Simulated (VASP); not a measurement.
Crystal: MgCd3O.

```
CELL_PARAMETERS angstrom
4.63219 0.00000 0.00000
0.00000 4.63219 0.00000
0.00000 0.00000 4.63219
ATOMIC_POSITIONS crystal
Mg 0.50000 0.50000 0.50000
Cd 0.50000 0.00000 0.50000
Cd 0.50000 0.50000 0.00000
Cd 0.00000 0.50000 0.50000
O 0.00000 0.00000 0.00000
```

| Item | Value |
| --- | --- |
| Program | VASP 6.6.1 |
| Task | relaxation of cell and atoms |
| Functional | PBE |
| Potentials or basis | VASP PAW PBE potentials, release 64 (Mg, Cd, O) |
| Cutoff | 600 eV |
| k mesh | 4 × 4 × 4 |
| Occupations | gaussian, width 0.1 eV |
| Spin | no spin polarisation |

At the start: pressure 18.9 GPa; volume 19.88 Å³/atom.

Problem. Where does the relaxation end?

Solution. Over 5 steps the energy falls by 412.1 meV/atom and the volume is 30.66 Å³/atom (+54.2 %); space group Pm-3m (No. 221, to 0.05 Å).

The path:
| step | energy change (eV) | largest force (eV/Å) | pressure (GPa) | volume (Å³) |
| --- | --- | --- | --- | --- |
| 1 | 0.0000 | 0.0000 | 18.87 | 99.39 |
| 2 | -1.9488 | 0.0000 | 2.35 | 137.03 |
| 3 | -2.0388 | 0.0000 | 0.97 | 145.84 |
| 4 | -2.0130 | 0.0000 | -1.25 | 164.57 |
| 5 | -2.0604 | 0.0000 | -0.03 | 153.30 |

Final structure:
```yaml
crystal:
  lattice:
    - [5.35194, 0.00000, 0.00000]
    - [0.00000, 5.35194, 0.00000]
    - [0.00000, 0.00000, 5.35194]
  atoms:
    - { symbol: Mg, position: [0.50000, 0.50000, 0.50000] }
    - { symbol: Cd, position: [0.50000, 0.00000, 0.50000] }
    - { symbol: Cd, position: [0.50000, 0.50000, 0.00000] }
    - { symbol: Cd, position: [0.00000, 0.50000, 0.50000] }
    - { symbol: O, position: [0.00000, 0.00000, 0.00000] }
```

Caveat: the volume moved by over 15 % at a fixed basis, so the end points are rough.
